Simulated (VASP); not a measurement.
Set up this calculation in VASP 6.6.1, as the native input.

```
Task                   : single point
Functional             : PBEsol
Potentials or basis    : VASP PAW PBE potentials, release 64 (In_d)
Cutoff                 : 520 eV
k mesh                 : 11 × 11 × 11
Occupations            : fermi-dirac, width 0.05 eV
Spin                   : no spin polarisation
Dipole correction      : no
Further INCAR settings : ALGO = Normal; EDIFF = 1e-07; NBANDS = 12
```

The structure of In lies in POSCAR:

```
In
1.0
   -1.5922878321      1.5922878321      2.4232021571
    1.5922878321     -1.5922878321      2.4232021571
    1.5922878321      1.5922878321     -2.4232021571
In
1
Direct
    0.0000000000      0.0000000000      0.0000000000
```

This cell differs from its parent crystal: volume scaled by 0.94.

These files were run (other wordings do the same):

INCAR

```
SYSTEM = In
PREC = Accurate
ENCUT = 520
EDIFF = 1E-7
ISMEAR = -1
SIGMA = 0.05
LREAL = .False.
LASPH = .True.
NELM = 60
ALGO = Normal
ISIF = 2
LWAVE = .False.
LCHARG = .False.
GGA = PS
NBANDS = 12
```

KPOINTS

```
regular mesh
0
Gamma
  11 11 11
  0 0 0
```

Potentials or basis: VASP PAW PBE potentials, release 64 (In_d).

The run is started by

```sh
$ cat potpaw_PBE.64/In_d/POTCAR > POTCAR
$ mpirun -np 1 vasp_std > vasp.out
```

Results of the run:

```
Pressure : 1.9 GPa
```

Caveat: the PAW data sets were made with another functional, which shifts forces and pressure a little.

Wall time 32 s on 1 thread of Intel Xeon 6975P-C (shared host), peak memory 0.18 GiB.
